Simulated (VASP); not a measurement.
## BeTe: single point with r2SCAN

Crystal: BeTe.

```xyz
2
Lattice="2.7386 2.7386 0.0000 -2.7386 2.7386 0.0000 0.0000 2.7386 2.7386" Properties=species:S:1:pos:R:3 pbc="T T T"
Be    0.0000    0.0000    0.0000
Te    1.3693    4.1079    1.3693
```

```yaml
Program: VASP 6.6.1
Task: single point
Functional: r2SCAN
Potentials_or_basis: VASP PAW PBE potentials, release 64 (Be, Te)
Cutoff: 520 eV
k_mesh: 8 × 8 × 8
Occupations: gaussian, width 0.01 eV
Spin: no spin polarisation
Dipole_correction: no
Further_INCAR_settings: ALGO = Normal; EDIFF = 1e-06; NBANDS = 11
```

| Quantity | Value |
| --- | --- |
| Pressure | 7.2 GPa |
| Band gap on the k mesh | 2.11 eV, indirect (least direct gap 3.91 eV) |

Levels at points of the mesh, in eV from the valence-band top:
```csv
k point,band 1,band 2,band 3,band 4,band 5,band 6,band 7,band 8
"(0.00, 0.00, 0.00)",-13.41,0.00,0.00,0.00,3.91,3.91,3.91,5.19
"(0.50, 0.00, 0.00)",-11.73,-6.35,-1.33,-1.33,3.79,4.95,4.95,8.44
"(0.50, 0.50, 0.00)",-11.10,-5.84,-3.09,-3.09,2.11,2.85,11.12,11.12
```

Run time: 31 s on 1 thread of Intel(R) Xeon(R) Platinum 8559C (Emerald Rapids) (shared host), peak memory 0.17 GiB.

Caveat: the PAW data sets were made with another functional, which shifts forces and pressure a little; spin-orbit coupling is left out, which moves the levels of the heavy elements. r2SCAN opens gaps a little over a GGA but as a rule still falls short of measured ones.
